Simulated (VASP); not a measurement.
Wanted: the native input for a VASP 6.6.1 run.

```
Task                   : single point
Functional             : LDA
Potentials or basis    : VASP PAW LDA potentials, release 64 (Tc_pv, Rh_pv)
Cutoff                 : 520 eV
k mesh                 : 12 × 12 × 7
Occupations            : fermi-dirac, width 0.1 eV
Spin                   : no spin polarisation
Dipole correction      : no
Further INCAR settings : ALGO = Normal; EDIFF = 1e-06; NBANDS = 21
```

The structure of TcRh lies in POSCAR:

```
TcRh
1.0
    2.6727761735      0.0000000000      0.0000000000
   -1.3363885777      2.3146922804      0.0000000000
    0.0000000000      0.0000000000      4.2527172953
Tc Rh
1 1
Direct
    0.6666666667      0.3333333333      0.0000000000
    0.0000000000      0.0000000000      0.5000000000
```

The input as run:

INCAR

```
SYSTEM = TcRh
ALGO = Normal ; EDIFF = 1E-6
ENCUT = 520 ; ISIF = 2
ISMEAR = -1 ; LASPH = .TRUE.
LCHARG = .FALSE. ; LREAL = .FALSE.
LWAVE = .FALSE. ; NBANDS = 21
NELM = 100 ; PREC = Accurate
SIGMA = 0.1
```

KPOINTS

```
k-points
0
G
  12 12 7
  0 0 0
```

Potentials or basis: VASP PAW LDA potentials, release 64 (Tc_pv, Rh_pv).

Command:

```sh
$ cat potpaw_LDA.64/Tc_pv/POTCAR potpaw_LDA.64/Rh_pv/POTCAR > POTCAR
$ mpirun -np 1 vasp_std > vasp.out
```

It gave:

```
Pressure               : 7.7 GPa
Band gap on the k mesh : zero (band 14 reaches 14.52 eV, above the bottom of band 15 at 11.92 eV)
```

Run time: 27 s on 1 thread of Intel(R) Xeon(R) Platinum 8488C (Sapphire Rapids), on a shared host, peak memory 0.16 GiB.
